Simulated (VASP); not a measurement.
# NiO (Fm-3m) in VASP: further runs

Runs on NiO. Level: PBE. Tasks: density of states.

Everything below comes from runs of VASP 6.6.1. Logs are shortened: lines on timing, memory, paths and dates and some standing lists are left out, and cuts for length are marked.

## (1) The cell of the first run

The structure is cubic, space group Fm-3m (No. 225). Conventional cell: a = 4.216 Å, b = 4.216 Å, c = 4.216 Å, α = 90.00°, β = 90.00°, γ = 90.00°. Within 2.8 Å of Ni (site symmetry m-3m) lie 6 O at 2.11 Å. Within 2.8 Å of O (site symmetry m-3m) lie 6 Ni at 2.11 Å.

## (2) Density of states, PBE, collinear spin, ferromagnetic start

POSCAR

```
NiO
1.0
    0.0000000000      2.1081760633      2.1081760633
    2.1081760633      0.0000000000      2.1081760633
    2.1081760633      2.1081760633      0.0000000000
Ni O
1 1
Direct
    0.0000000000      0.0000000000      0.0000000000
    0.5000000000      0.5000000000      0.5000000000
```

INCAR.step1

```
PREC = Accurate
ENCUT = 520
EDIFF = 1E-7
ISMEAR = 0
SIGMA = 0.1
LREAL = False
LASPH = True
NELM = 150
ALGO = Normal
ISIF = 2
LWAVE = False
LCHARG = True
ISPIN = 2
MAGMOM = 1.6 0.32
LMAXMIX = 4
GGA = PE
NBANDS = 19
```

KPOINTS.step1

```
Automatic mesh
0
Gamma
  18 18 18
```

INCAR.step2

```
PREC = Accurate
ENCUT = 520
EDIFF = 1E-7
ISMEAR = -5
SIGMA = 0.1
LREAL = False
LASPH = True
NELM = 150
ALGO = Normal
ISIF = 2
LWAVE = False
LCHARG = False
ISPIN = 2
MAGMOM = 1.6 0.32
LORBIT = 11
LMAXMIX = 4
GGA = PE
NEDOS = 2001
ICHARG = 11
```

KPOINTS.step2

```
Automatic mesh
0
Gamma
  27 27 27
```

Potentials or basis: VASP PAW PBE potentials, release 64 (Ni, O).

On the command line:

```bash
cat potpaw_PBE.64/Ni/POTCAR potpaw_PBE.64/O/POTCAR > POTCAR
cp INCAR.step1 INCAR
cp KPOINTS.step1 KPOINTS
mpirun -np 1 vasp_std > vasp.out
cp INCAR.step2 INCAR
cp KPOINTS.step2 KPOINTS
mpirun -np 1 vasp_std > vasp.out
```

OUTCAR:

```text
PREC = Accurate
   ENCUT = 520
   EDIFF = 1E-7
   ISMEAR = -5
   LREAL = False
   LASPH = True
   NELM = 150
   ISIF = 2
   ISPIN = 2
   LORBIT = 11
   GGA = PE
   ICHARG = 11

 ion  position               nearest neighbor table
   1  0.000  0.000  0.000-   2 2.11   2 2.11   2 2.11   2 2.11   2 2.11   2 2.11
   2  0.500  0.500  0.500-   1 2.11   1 2.11   1 2.11   1 2.11   1 2.11   1 2.11

  LATTYP: Found a face centered cubic cell.
 ALAT       =     4.2163521266

  Lattice vectors:

 A1 = (   0.0000000000,   2.1081760633,   2.1081760633)
 A2 = (   2.1081760633,   0.0000000000,   2.1081760633)
 A3 = (   2.1081760633,   2.1081760633,   0.0000000000)

Analysis of symmetry for initial positions (statically):
=====================================================================
 Subroutine PRICEL returns:
 Original cell was already a primitive cell.

 Routine SETGRP: Setting up the symmetry group for a
 face centered cubic supercell.

 Subroutine GETGRP returns: Found 48 space group operations
 (whereof 48 operations were pure point group operations)
 out of a pool of 48 trial point group operations.

The static configuration has the point symmetry O_h .

Analysis of symmetry for dynamics (positions and initial velocities):
=====================================================================
 Subroutine PRICEL returns:
 Original cell was already a primitive cell.

 Routine SETGRP: Setting up the symmetry group for a
 face centered cubic supercell.

 Subroutine GETGRP returns: Found 48 space group operations
 (whereof 48 operations were pure point group operations)
 out of a pool of 48 trial point group operations.

The dynamic configuration has the point symmetry O_h .

Analysis of structural, dynamic, and magnetic symmetry:
=====================================================================
 Subroutine PRICEL returns:
 Original cell was already a primitive cell.

 Routine SETGRP: Setting up the symmetry group for a
 face centered cubic supercell.

 Subroutine GETGRP returns: Found 48 space group operations
 (whereof 48 operations were pure point group operations)
 out of a pool of 48 trial point group operations.

The overall configuration has the point symmetry O_h .

 Subroutine INISYM returns: Found 48 space group operations
 (whereof 48 operations are pure point group operations),
 and found     1 'primitive' translations

----------------------------------------------------------------------------------------

[... 132 lines left out ...]

 Free energy of the ion-electron system (eV)
  ---------------------------------------------------
  ext. energy  EPLUGINS =         0.00000000
  ---------------------------------------------------
  free energy    TOTEN  =       -11.47903739 eV

  energy without entropy =      -11.47903739  energy(sigma->0) =      -11.47903739

 E-fermi :   7.4780     XC(G=0): -12.5135

 val. band max:        7.4944506778   @ k =   0.1852   0.0741   0.0000
 cond. band min:       7.4458434809   @ k =   0.1111   0.0000   0.0000
 fundamental gap:     -0.0486071969
 Fermi energy:         7.4780323709

 spin component 1

 k-point     1 :       0.0000    0.0000    0.0000
  band No.  band energies     occupation
      1     -12.6123      1.00000
      2       4.3753      1.00000
      3       4.3753      1.00000
      4       4.6121      1.00000
      5       4.6121      1.00000
      6       4.6121      1.00000
      7       4.8870      1.00000
      8       4.8870      1.00000
      9       4.8870      1.00000
     10       8.8688      0.00000
     11      25.2518      0.00000
     12      26.1956      0.00000
     13      26.1957      0.00000
[... 356 lines left out ...]
      2       0.2436      1.00000
      3       1.9718      1.00000
      4       2.0650      1.00000
      5       5.3625      1.00000
      6       5.4108      1.00000
      7       5.8502      1.00000
      8       7.2411      1.00000
      9       7.4223      0.95266
     10      12.7293      0.00000
     11      17.8278      0.00000
     12      21.9212      0.00000
     13      22.1024      0.00000

 [... further k-points ...]

 spin component 2

 k-point     1 :       0.0000    0.0000    0.0000
  band No.  band energies     occupation
      1     -12.1685      1.00000
      2       5.1227      1.00000
      3       5.1227      1.00000
      4       5.1227      1.00000
      5       5.7058      1.00000
      6       5.7060      1.00000
      7       5.7060      1.00000
      8       6.9406      1.00000
      9       6.9408      1.00000
     10       9.2174      0.00000
     11      25.1883      0.00000
     12      26.4076      0.00000
     13      26.4078      0.00000
[... 356 lines left out ...]
      2       0.6427      1.00000
      3       3.1031      1.00000
      4       3.1710      1.00000
      5       6.3467      1.00000
      6       6.4594      1.00000
      7       6.6815      1.00000
      8       9.1217      0.00000
      9       9.3345      0.00000
     10      13.0332      0.00000
     11      18.2195      0.00000
     12      22.2371      0.00000
     13      22.4121      0.00000

 [... further k-points ...]
[... 5 lines left out ...]
  --------------------------------------------------------------------------------------
  -------------------------------------------------------------------------------------
  Total       -0.1056130     -0.1056130     -0.1056130     -0.0000000     -0.0000000      0.0000000
  in kB       -9.0297832     -9.0297832     -9.0297832     -0.0000000     -0.0000000      0.0000000
  external PRESSURE =      -9.0297832 kB  Pullay stress =       0.0000000 kB

 VOLUME and BASIS-vectors are now :
 -----------------------------------------------------------------------------
  energy-cutoff  :      520.00
  volume of cell :       18.74
      direct lattice vectors                 reciprocal lattice vectors
     0.000000000  2.108176063  2.108176063    -0.237171842  0.237171842  0.237171842
     2.108176063  0.000000000  2.108176063     0.237171842 -0.237171842  0.237171842
     2.108176063  2.108176063  0.000000000     0.237171842  0.237171842 -0.237171842

 POSITION                                       TOTAL-FORCE (eV/Angst)
 -----------------------------------------------------------------------------------
      0.00000      0.00000      0.00000         0.000000     -0.000000      0.000000
      2.10818      2.10818      2.10818        -0.000000      0.000000      0.000000
 -----------------------------------------------------------------------------------
    total drift:                                0.000000     -0.000000     -0.000000

  FREE ENERGIE OF THE ION-ELECTRON SYSTEM (eV)
  ---------------------------------------------------
  free  energy   TOTEN  =       -11.4790373855 eV

  energy  without entropy=      -11.4790373855  energy(sigma->0) =      -11.47903739

 total charge

# of ion       s       p       d       tot
------------------------------------------
    1        0.323   0.383   8.225   8.932
    2        1.556   3.411   0.000   4.968
--------------------------------------------------
tot          1.879   3.795   8.225  13.899

 magnetization (x)

# of ion       s       p       d       tot
------------------------------------------
    1        0.011   0.015   1.437   1.464
    2        0.027   0.246   0.000   0.274
--------------------------------------------------
tot          0.039   0.261   1.437   1.737
```

OUTCAR.step1:

```text
PREC = Accurate
   ENCUT = 520
   EDIFF = 1E-7
   ISMEAR = 0
   LREAL = False
[... 1300 lines left out ...]
      0.00000      0.00000      0.00000        -0.000000     -0.000000     -0.000000
      2.10818      2.10818      2.10818         0.000000      0.000000      0.000000
 -----------------------------------------------------------------------------------
    total drift:                                0.000000     -0.000000     -0.000000

  FREE ENERGIE OF THE ION-ELECTRON SYSTEM (eV)
  ---------------------------------------------------
  free  energy   TOTEN  =       -11.4819034458 eV

  energy  without entropy=      -11.4759308784  energy(sigma->0) =      -11.47891716
```

Wall time 3.4 min (1 thread of AMD EPYC 9R45 (Zen 5), shared host); peak memory 0.31 GiB.

What came out:

```
Net moment                                            : 1.77 μB per cell
Site moments                                          : Ni +1.46; O +0.27 μB
Valence electrons inside the program's atomic spheres : Ni 8.93; O 4.97
```

Caveat: a cell with one magnetic atom can't hold antiferromagnetic order, which such compounds often take; semilocal functionals often make such compounds metallic where correlation or magnetic order opens a gap, which also shifts bond lengths; tetrahedron occupations give inexact forces and stress in metals.

## (3) Density of states, PBE, collinear spin, ferromagnetic start

POSCAR

```
NiO
1.0
    0.0000000000      2.1081761454      2.1081761454
    2.1081761454      0.0000000000      2.1081761454
    2.1081761454      2.1081761454      0.0000000000
Ni O
1 1
Direct
    0.0000000000      0.0000000000      0.0000000000
    0.5000000000      0.5000000000      0.5000000000
```

INCAR.step1 is that of step 2.

KPOINTS.step1 is that of step 2.

INCAR.step2 is that of step 2.

KPOINTS.step2 is that of step 2.

Potentials or basis: VASP PAW PBE potentials, release 64 (Ni, O).

On the command line:

```bash
cat potpaw_PBE.64/Ni/POTCAR potpaw_PBE.64/O/POTCAR > POTCAR
cp INCAR.step1 INCAR
cp KPOINTS.step1 KPOINTS
mpirun -np 1 vasp_std > vasp.out
cp INCAR.step2 INCAR
cp KPOINTS.step2 KPOINTS
mpirun -np 1 vasp_std > vasp.out
```

Wall time 2.3 min (1 thread of Intel Xeon Platinum 8488C (Sapphire Rapids), shared host); peak memory 0.33 GiB.

Results (log left out):

| Quantity | Value |
| --- | --- |
| Net moment | 1.77 μB per cell |
| Site moments | Ni +1.46; O +0.27 μB |
| Valence electrons inside the program's atomic spheres | Ni 8.93; O 4.97 |

Levels at points of the mesh, in eV from the Fermi level:
Spin up:
```csv
k point,band 6,band 7,band 8,band 9,band 10,band 11,band 12,band 13
"(0.00, 0.00, 0.00)",-2.87,-2.59,-2.59,-2.59,1.39,17.77,18.72,18.72
```
Spin down:
```
           k point  band 4  band 5  band 6  band 7  band 8  band 9  band 10  band 11
(0.00, 0.00, 0.00)   -2.36   -1.77   -1.77   -1.77   -0.54   -0.54     1.74    17.71
```

Caveat: a cell with one magnetic atom can't hold antiferromagnetic order, which such compounds often take; semilocal functionals often make such compounds metallic where correlation or magnetic order opens a gap, which also shifts bond lengths; tetrahedron occupations give inexact forces and stress in metals.
